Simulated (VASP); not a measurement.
Cd3HgS4, 8 atoms in the cell. The structure is tetragonal, space group I-42m (No. 121). Conventional cell: a = 5.943 Å, b = 5.943 Å, c = 11.887 Å, α = 90.00°, β = 90.00°, γ = 90.00°. Cd (site symmetry -42m) has 4 S at 2.57 Å within 3.4 Å. Cd (site symmetry -4) has 4 S at 2.57 Å within 3.4 Å. Hg (site symmetry -42m) has 4 S at 2.60 Å within 3.4 Å. S (site symmetry m) has 3 Cd at 2.57 Å and 1 Hg at 2.60 Å within 3.4 Å. 

```yaml
Program: VASP 6.6.1
Task: single point
Functional: PBE
Potentials_or_basis: VASP PAW PBE potentials, release 64 (Cd, Hg, S)
Cutoff: 520 eV
k_mesh: 4 × 4 × 4
Occupations: gaussian, width 0.1 eV
Spin: no spin polarisation
Dipole_correction: no
Further_INCAR_settings: ALGO = Normal; EDIFF = 1e-06; NBANDS = 46
```

Potentials or basis: VASP PAW PBE potentials, release 64 (Cd, Hg, S).

Command:

```console
$ cat potpaw_PBE.64/Cd/POTCAR potpaw_PBE.64/Hg/POTCAR potpaw_PBE.64/S/POTCAR > POTCAR
$ mpirun -np 1 vasp_std > vasp.out
```

Hardware: 1 thread of Intel(R) Xeon(R) 6975P-C (Granite Rapids), on a shared host.

Task: How long does it take, and how much memory?

Result: It took 2.5 min on 1 thread of Intel(R) Xeon(R) 6975P-C (Granite Rapids), on a shared host, peak memory 0.43 GiB. Counts: scf iterations 20, k points 13.
